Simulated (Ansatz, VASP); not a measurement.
# One calculation of Ir, two programs

The input INCAR:

```
PREC = Accurate
ENCUT = 520
EDIFF = 1E-6
ISMEAR = -1
SIGMA = 0.1
LREAL = F
LASPH = T
NELM = 60
ALGO = Normal
ISIF = 2
LWAVE = F
LCHARG = F
GGA = PS
NBANDS = 16
```

The input KPOINTS:

```
regular mesh
0
Gamma
  12 12 7
```

POSCAR

```
Ir
1.0
    2.7513800000      0.0000000000      0.0000000000
   -1.3756900000      2.3827600000      0.0000000000
    0.0000000000      0.0000000000      4.4622900000
Ir
2
Direct
    0.6666666667      0.3333333333      0.7500000000
    0.3333333333      0.6666666667      0.2500000000
```

Input for Ansatz:

```yaml
crystal:
  lattice:
    - [2.75138, 0.0, 0.0]
    - [-1.37569, 2.38276, 0.0]
    - [0.0, 0.0, 4.46229]
  atoms:
    - { symbol: Ir, position: [0.6666666666666666, 0.3333333333333333, 0.75] }
    - { symbol: Ir, position: [0.3333333333333333, 0.6666666666666666, 0.25] }
basis:
  ecutwfc: 550.0
kpoints:
  mp_grid:
    grid: [12, 12, 7]
hamiltonian:
  xc: pbesol
scf:
  occupations:
    method: fermi_dirac
output:
  stress: true
```

Alike in both runs: task single point; functional PBEsol; k mesh 12 × 12 × 7; no spin polarisation.

|  | VASP | Ansatz |
| --- | --- | --- |
| version | VASP 6.6.1 | Ansatz 0.2.0 |
| potentials or method | VASP PAW PBE potentials, release 64 (Ir), cutoff 520 eV | plane waves, PAW |
| occupations | fermi-dirac, width 0.1 eV | fermi-dirac |
| valence electrons in the cell | 18 | 34 |

Ansatz gave:

- pressure (GPa): -12.4
- traceless stress, the component that is largest in VASP (GPa): 0.23

What did VASP give for the same quantities?

Pressure (GPa): -11.6; traceless stress, the component that is largest in VASP (GPa): 0.25.

VASP's potentials were made for PBE, not for PBEsol. VASP's potentials hold 18 valence electrons a cell and Ansatz's 34, so a difference there can come from the potentials and not from the codes.

Spin-orbit coupling is off throughout.
